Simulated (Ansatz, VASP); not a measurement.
**Two plane-wave programs on NaCl**

File INCAR:

```
SYSTEM = NaCl
  PREC = Accurate
  ENCUT = 520
  EDIFF = 1E-6
  ISMEAR = 0
  SIGMA = 0.02
  LREAL = .False.
  LASPH = .True.
  NELM = 100
  ALGO = Normal
  ISIF = 2
  LWAVE = .False.
  LCHARG = .False.
  GGA = PE
  NBANDS = 14
```

The input KPOINTS:

```
Automatic mesh
0
Gamma
  8 8 8
  0 0 0
```

POSCAR

```
NaCl
1.0
    0.0000000000      2.7293552791      2.7293552791
    2.7293552791      0.0000000000      2.7293552791
    2.7293552791      2.7293552791      0.0000000000
Na Cl
1 1
Direct
    0.5000000000      0.5000000000      0.5000000000
    0.0000000000      0.0000000000      0.0000000000
```

Input for Ansatz:

```yaml
crystal:
  lattice:
    - [0.0, 2.7293552791, 2.7293552791]
    - [2.7293552791, 0.0, 2.7293552791]
    - [2.7293552791, 2.7293552791, 0.0]
  atoms:
    - { symbol: Na, position: [0.5, 0.5, 0.5] }
    - { symbol: Cl, position: [0.0, 0.0, 0.0] }
basis:
  ecutwfc: 420
kpoints:
  mp_grid: { grid: [8, 8, 8] }
hamiltonian:
  xc: pbe
scf:
  occupations: { method: gaussian, width: 0.02 }
output:
  forces: true
  stress: true
  eigenvalues: true
```

Alike in both runs: task single point; functional PBE; k mesh 8 × 8 × 8; occupations gaussian, width 0.02 eV; no spin polarisation.

|  | VASP | Ansatz |
| --- | --- | --- |
| version | VASP 6.6.1 | Ansatz 0.2.0 |
| potentials or method | VASP PAW PBE potentials, release 64 (Na_pv, Cl), cutoff 520 eV | scalar-relativistic, plane waves, PAW |
| valence electrons in the cell | 14 | 16 |

Ansatz gave:

```
gap on the k mesh at the Fermi level (eV) : 5.51
least direct gap on the mesh (eV)         : 5.51
pressure (GPa)                            : 4.1
```

Estimate VASP's values.

gap on the k mesh at the Fermi level (eV): 5.51; least direct gap on the mesh (eV): 5.51; pressure (GPa): 4.0.

With one functional, cell and mesh, what is left measures potentials, basis and numerics. VASP's potentials hold 14 valence electrons a cell and Ansatz's 16, so a difference there can come from the potentials and not from the codes.
